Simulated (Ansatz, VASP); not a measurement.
# TiSi16 in VASP and in Ansatz

```
Si Ti
1.0
     0.00000    5.43000    5.43000
     5.43000    0.00000    5.43000
     5.43000    5.43000    0.00000
Si Ti
16 1
Direct
  0.01088 0.00104 0.00124
  0.13503 0.12367 0.12472
  0.01205 0.99694 0.49510
  0.13291 0.11632 0.62907
  0.01197 0.49410 0.99760
  0.13322 0.62874 0.11588
  0.00047 0.49891 0.49883
  0.13339 0.62306 0.62390
  0.50570 0.99864 0.99860
  0.63740 0.12068 0.11978
  0.51275 0.98229 0.50404
  0.63826 0.11637 0.62514
  0.51291 0.50453 0.98100
  0.63818 0.62503 0.11605
  0.51499 0.49854 0.49874
  0.63835 0.61896 0.61735
  0.38665 0.37024 0.36945
```

Alike in both runs: functional PBEsol; k mesh 2 × 2 × 2; occupations gaussian, width 0.02 eV; no spin polarisation.

Ansatz relaxed the structure, and its values are those at the end. VASP's run is a single point on that final structure, the one shown.

|  | VASP | Ansatz |
| --- | --- | --- |
| version | VASP 6.6.1 | Ansatz 0.2.0 |
| potentials or method | VASP PAW PBE potentials, release 64 (Si, Ti_sv), cutoff 520 eV | scalar-relativistic, plane waves, PAW |
| valence electrons in the cell | 76 | 76 |

VASP gave:

- rms of the force components (eV/Å): 0.011

**Question.** Estimate Ansatz's values.

**Answer.** rms of the force components (eV/Å): 0.010.

VASP's potentials were made for PBE, not for PBEsol, and Ansatz warns of the same on its side.

The k mesh is coarse, so the values compare programs but aren't converged.
